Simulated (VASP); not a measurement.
Wanted: the native input for a VASP 6.6.1 run.

- Task: single point
- Functional: PBE
- Dispersion: D3(BJ)
- Potentials or basis: VASP PAW PBE potentials, release 64 (Zn, Se)
- Cutoff: 520 eV
- k mesh: 6 × 6 × 6
- Occupations: fermi-dirac, width 0.02 eV
- Spin: no spin polarisation
- Dipole correction: no
- Further INCAR settings: ALGO = Normal; EDIFF = 1e-06; NBANDS = 16

The structure of ZnSe (Stilleite) lies in POSCAR:

```
ZnSe
1.0
    0.0000000000      2.9282600000      2.6539229969
    2.9282600000      0.0000000000      2.6539229969
    2.9282600000      2.9282600000      0.0000000000
Zn Se
1 1
Direct
    0.0000000000      0.0000000000      0.0000000000
    0.2500000000      0.2500000000      0.2500000000
```

The input as run:

INCAR

```
SYSTEM = ZnSe
  ALGO = Normal
  EDIFF = 1E-6
  ENCUT = 520
  GGA = PE
  ISIF = 2
  ISMEAR = -1
  IVDW = 12
  LASPH = .True.
  LCHARG = .False.
  LREAL = .False.
  LWAVE = .False.
  NBANDS = 16
  NELM = 60
  PREC = Accurate
  SIGMA = 0.02
```

KPOINTS

```
k-points
0
Gamma
  6 6 6
  0 0 0
```

Potentials or basis: VASP PAW PBE potentials, release 64 (Zn, Se).

Run with:

```sh
$ cat potpaw_PBE.64/Zn/POTCAR potpaw_PBE.64/Se/POTCAR > POTCAR
$ mpirun -np 1 vasp_std > vasp.out
```

Results of the run:

| Item | Value |
| --- | --- |
| Pressure | -0.4 GPa |
| Band gap on the k mesh | 1.06 eV, direct |
| Dispersion energy per atom | -0.322 eV |

Caveat: three body term missing.

It took 19 s on 1 thread of Intel(R) Xeon(R) Platinum 8375C CPU @ 2.90GHz (Ice Lake), with other jobs on the host, peak memory 0.19 GiB.
